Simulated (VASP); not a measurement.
AlInSb2, 4 atoms in the cell. The structure is tetragonal, space group P-4m2 (No. 115). Conventional cell: a = 4.506 Å, b = 4.506 Å, c = 6.349 Å, α = 90.00°, β = 90.00°, γ = 90.00°. Al (site symmetry -4m2) has 4 Sb at 2.70 Å within 3.6 Å. In (site symmetry -4m2) has 4 Sb at 2.82 Å within 3.7 Å. Within 3.6 Å of Sb (site symmetry 2mm) lie 2 Al at 2.70 Å and 2 In at 2.82 Å. 

- Program: VASP 6.6.1
- Task: single point
- Functional: PBEsol
- Potentials or basis: VASP PAW PBE potentials, release 64 (Al, In_d, Sb)
- Cutoff: 500 eV
- k mesh: 4 × 4 × 3
- Occupations: gaussian, width 0.01 eV
- Spin: no spin polarisation
- Dipole correction: no
- Further INCAR settings: ALGO = Normal; EDIFF = 1e-06; NBANDS = 21

Potentials or basis: VASP PAW PBE potentials, release 64 (Al, In_d, Sb).

Run with:

```sh
$ cat potpaw_PBE.64/Al/POTCAR potpaw_PBE.64/In_d/POTCAR potpaw_PBE.64/Sb/POTCAR > POTCAR
$ mpirun -np 1 vasp_std > vasp.out
```

Hardware: 1 thread of Intel(R) Xeon(R) Platinum 8259CL CPU @ 2.50GHz (Skylake/Cascade Lake), with other jobs on the host.

**Question.** Estimate the wall time of this run.

**Answer.** Wall time 27 s on 1 thread of Intel(R) Xeon(R) Platinum 8259CL CPU @ 2.50GHz (Skylake/Cascade Lake), on a shared host, peak memory 0.25 GiB. Counts: scf iterations 13, k points 12.
